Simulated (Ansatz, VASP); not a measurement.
**ZrS: VASP beside Ansatz**

POSCAR

```
ZrS
1.0
    0.0000000000      2.6908384368      2.5340905666
    2.6908384368      0.0000000000      2.5340905666
    2.6908384368      2.6908384368      0.0000000000
Zr S
1 1
Direct
    0.0000000000      0.0000000000      0.0000000000
    0.5000000000      0.5000000000      0.5000000000
```

Contents of INCAR.step1:

```
PREC = Accurate
ENCUT = 520
ISMEAR = 0
SIGMA = 0.15
LREAL = F
LASPH = T
NELM = 100
NBANDS = 16
GGA = PE
ALGO = Normal
EDIFF = 1E-4
LWAVE = T
LCHARG = F
```

The input INCAR.step2:

```
PREC = Accurate
ENCUT = 520
EDIFF = 1E-6
ISMEAR = 0
SIGMA = 0.15
LREAL = F
LASPH = T
NELM = 100
ALGO = Normal
ISIF = 2
LWAVE = F
LCHARG = T
METAGGA = R2SCAN
LMIXTAU = T
LELF = T
LVHAR = T
NBANDS = 16
ISTART = 1
```

File KPOINTS:

```
Automatic mesh
0
Gamma
  20 20 20
```

Input for Ansatz:

```yaml
crystal:
  lattice:
    - [0.0, 2.6908384368, 2.5340905666]
    - [2.6908384368, 0.0, 2.5340905666]
    - [2.6908384368, 2.6908384368, 0.0]
  atoms:
    - { symbol: Zr, position: [0.0, 0.0, 0.0] }
    - { symbol: S, position: [0.5, 0.5, 0.5] }
basis:
  ecutwfc: 500
kpoints:
  mp_grid: { grid: [20, 20, 20] }
hamiltonian:
  xc: r2scan
scf:
  occupations: { method: gaussian, width: 0.15 }
output:
  forces: true
  stress: true
  eigenvalues: true
```

Change from the starting cell: strain +0.030 along x and y, -0.030 along z, atoms carried along.

Alike in both runs: task single point; functional r2SCAN; k mesh 20 × 20 × 20; occupations gaussian, width 0.15 eV; no spin polarisation.

|  | VASP | Ansatz |
| --- | --- | --- |
| version | VASP 6.6.1 | Ansatz 0.2.0 |
| potentials or method | VASP PAW PBE potentials, release 64 (Zr_sv, S), cutoff 520 eV | scalar-relativistic, plane waves, PAW |
| valence electrons in the cell | 18 | 18 |

Ansatz gave:

* gap on the k mesh at the Fermi level (eV): none
* pressure (GPa): -2.5
* traceless stress, the component that is largest in VASP (GPa): 11.11

Q: Which values does VASP return?

A: gap on the k mesh at the Fermi level (eV): none; pressure (GPa): -2.5; traceless stress, the component that is largest in VASP (GPa): 11.14.

VASP's potentials were made for PBE, not for r2SCAN. A gap of «none» marks a metal or a gap that the smearing closes.
